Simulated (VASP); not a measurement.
# Pt: single point with PBEsol

The system is Pt.

```
CELL_PARAMETERS angstrom
0.00000 1.92914 1.92914
1.92914 0.00000 1.92914
1.92914 1.92914 0.00000
ATOMIC_POSITIONS crystal
Pt 0.00000 0.00000 0.00000
```

```json
{
 "Program": "VASP 6.6.1",
 "Task": "single point",
 "Functional": "PBEsol",
 "Potentials or basis": "VASP PAW PBE potentials, release 64 (Pt)",
 "Cutoff": "520 eV",
 "k mesh": "22 × 22 × 22",
 "Occupations": "gaussian, width 0.15 eV",
 "Spin": "no spin polarisation"
}
```

- Pressure: 14.7 GPa
- Band gap on the k mesh: zero (bands 5 and 6 overlap by 2.44 eV)

Levels at points of the mesh, in eV from the Fermi level:
```csv
k point,band 2,band 3,band 4,band 5,band 6,band 7,band 8,band 9
"(0.00, 0.00, 0.00)",-4.12,-4.12,-4.12,-1.76,-1.76,14.47,19.71,19.71
"(0.50, 0.00, 0.00)",-4.19,-4.19,-0.75,0.06,0.06,6.19,14.04,19.27
"(0.50, 0.50, 0.00)",-7.18,0.03,0.55,0.55,1.61,9.38,11.49,11.49
```

It took 34 s on 1 thread of Intel Xeon 8259CL (shared host), peak memory 0.17 GiB.

Caveat: the cell stands under pressure; the PAW data sets were made with another functional, which shifts forces and pressure a little; spin-orbit coupling is left out, which moves the levels of the heavy elements.
